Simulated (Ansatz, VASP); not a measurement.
Given: the input of a run of VASP 6.6.1 on Al.

The input INCAR:

```
SYSTEM = Al
PREC = Accurate
ENCUT = 520
EDIFF = 1E-6
ISMEAR = -1
SIGMA = 0.05
LREAL = .FALSE.
LASPH = .TRUE.
NELM = 80
ALGO = Fast
ISIF = 2
LWAVE = .FALSE.
LCHARG = .FALSE.
NBANDS = 8
```

Contents of KPOINTS:

```
Automatic mesh
0
G
  11 11 11
  0 0 0
```

Contents of POSCAR:

```
Al
1.0
    0.0000000000      2.0645171409      2.0645171409
    2.0645171409      0.0000000000      2.0645171409
    2.0645171409      2.0645171409      0.0000000000
Al
1
Direct
    0.0000000000      0.0000000000      0.0000000000
```

Potentials or basis: VASP PAW LDA potentials, release 64 (Al).

Command:

```sh
$ cat potpaw_LDA.64/Al/POTCAR > POTCAR
$ mpirun -np 1 vasp_std > vasp.out
```

**Question.** Translate it to Ansatz 0.2.0. Potentials there: all-electron LAPW, scalar-relativistic.

**Answer.** As run (the cutoff follows the program's own potentials):

The input input.yaml:

```yaml
crystal:
  lattice:
    - [0.0, 2.0645171409, 2.0645171409]
    - [2.0645171409, 0.0, 2.0645171409]
    - [2.0645171409, 2.0645171409, 0.0]
  atoms:
    - { symbol: Al, position: [0.0, 0.0, 0.0] }
kpoints:
  mp_grid: { grid: [11, 11, 11] }
scf:
  occupations: { method: fermi_dirac, width: 0.05 }
hamiltonian:
  xc: lda
  pseudopotentials: { kind: all_electron, lapw: { basis_error: 0.001 } }
output:
  forces: true
  stress: true
  eigenvalues: true
```

Potentials or basis: all-electron LAPW, scalar-relativistic.

Run with:

```bash
$ ansatz run input.yaml --threads 1 --pin off --max-ram 3072MiB --backend cpu --events-out ev --progress --plain --runs-dir out
```

Both were run:

|  | VASP | Ansatz | Ansatz less VASP |
| --- | --- | --- | --- |
| gap on the k mesh at the Fermi level (eV) | none | none | - |
| pressure (GPa) | -7.1 | -7.1 | 0.00 |

LDA's correlation is that of Perdew and Zunger in VASP and of Perdew and Wang (1992) in Ansatz. A gap of «none» marks a metal or a gap that the smearing closes. Ansatz ran all-electron here, and VASP with PAW potentials.
